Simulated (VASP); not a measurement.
Wanted: the native input for a VASP 6.6.1 run.

- Task: single point
- Functional: PBE
- Potentials or basis: VASP PAW PBE potentials, release 64 (Er_3, O), 4f in core
- Cutoff: 600 eV
- k mesh: 10 × 10 × 4
- Occupations: gaussian, width 0.1 eV
- Spin: no spin polarisation
- Dipole correction: no
- Further INCAR settings: ALGO = Normal; EDIFF = 1e-06; NBANDS = 33

The structure of Er2O lies in POSCAR:

```
Er2O
1.0
    3.6576225299      0.0000000000      0.0000000000
    0.0000000000      3.6576225299      0.0000000000
    0.0000000000      0.0000000000     11.7477958504
Er O
4 2
Direct
    0.0000000000      0.5000000000      0.8500924473
    0.5000000000      0.0000000000      0.3500924473
    0.5000000000      0.0000000000      0.6499075527
    0.0000000000      0.5000000000      0.1499075527
    0.0000000000      0.0000000000      0.7500000000
    0.0000000000      0.0000000000      0.2500000000
```

The cell was generated, and may not be a known phase.

The input as run:

INCAR

```
PREC     = Accurate       # precision mode
ENCUT    = 600            # plane-wave cutoff, eV
EDIFF    = 1E-6           # SCF threshold, eV
ISMEAR   = 0              # smearing method
SIGMA    = 0.1            # smearing width, eV
LREAL    = False          # projectors in reciprocal space
LASPH    = True           # aspherical terms in the spheres
NELM     = 200            # most SCF steps
ALGO     = Normal         # electronic algorithm
ISIF     = 2              # what is computed and relaxed
LWAVE    = False          # write WAVECAR
LCHARG   = False          # write CHGCAR
GGA      = PE             # functional
NBANDS   = 33             # bands
GGA_COMPAT= False        
LMAXMIX  = 6              # l up to which the mixer works
```

KPOINTS

```
Automatic mesh
0
Gamma
  10 10 4
```

Potentials or basis: VASP PAW PBE potentials, release 64 (Er_3, O), 4f in core.

The run is started by

```console
$ cat potpaw_PBE.64/Er_3/POTCAR potpaw_PBE.64/O/POTCAR > POTCAR
$ mpirun -np 1 vasp_std > vasp.out
```

It gave:

The pressure is 1.0 GPa and the largest force is 0.186 eV/Å. The band gap on the k mesh is zero (bands 24 and 25 overlap by 0.76 eV).

Caveat: spin-orbit coupling is left out, which moves the levels of the heavy elements; the 4f electrons are frozen in the core, so they carry no moment and show no levels; the run has no spin polarisation, though such a crystal can be magnetic.

It took 4.2 min on 1 thread of AMD EPYC 9R45 96-Core Processor (Zen 5), with other jobs on the host, peak memory 0.45 GiB.
